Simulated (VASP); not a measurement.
A run of VASP 6.6.1 is set up as follows.

Contents of INCAR:

```
PREC = Accurate ; ENCUT = 520
EDIFF = 1E-7 ; ISMEAR = 0
SIGMA = 0.1 ; LREAL = F
LASPH = T ; NELM = 150
ALGO = Normal ; ISIF = 2
LWAVE = F ; LCHARG = T
ISPIN = 2 ; MAGMOM = 0 0 0 0 0 1
LORBIT = 11 ; GGA = PE
LELF = T ; LVHAR = T
NBANDS = 34
```

The input KPOINTS:

```
Automatic mesh
0
Gamma
  6 6 2
```

File POSCAR:

```
Zn2Si3N
1.0
    3.3999560600      0.0000000000      0.0000000000
   -1.6999780300      2.9444483200      0.0000000000
    0.0000000000      0.0000000000      8.3308363100
Zn Si N
2 3 1
Direct
    0.3333333300      0.6666666700      0.6638077500
    0.6666666700      0.3333333300      0.3361922500
    0.3333333300      0.6666666700      0.1732381300
    0.6666666700      0.3333333300      0.8267618700
    0.0000000000      0.0000000000      0.5000000000
    0.0000000000      0.0000000000      0.0000000000
```

Potentials or basis: VASP PAW PBE potentials, release 64 (Zn, Si, N).

Launch:

```bash
$ cat potpaw_PBE.64/Zn/POTCAR potpaw_PBE.64/Si/POTCAR potpaw_PBE.64/N/POTCAR > POTCAR
$ mpirun -np 1 vasp_std > vasp.out
```

Problem. Predict the net moment.

Solution. 0.00 μB per cell.

Problem. What does it give for the pressure?

Solution. 6.0 GPa.

Problem. What does it give for the largest force?

Solution. 3.278 eV/Å.

Stress tensor (GPa, compression positive):
```
6.76 0.00 0.00
0.00 6.76 0.00
0.00 0.00 4.37
```

Caveat: the k points lie up to 0.38 Å⁻¹ apart; forces of over 1 eV/Å act on the atoms, so gaps and moduli don't describe the material at rest.
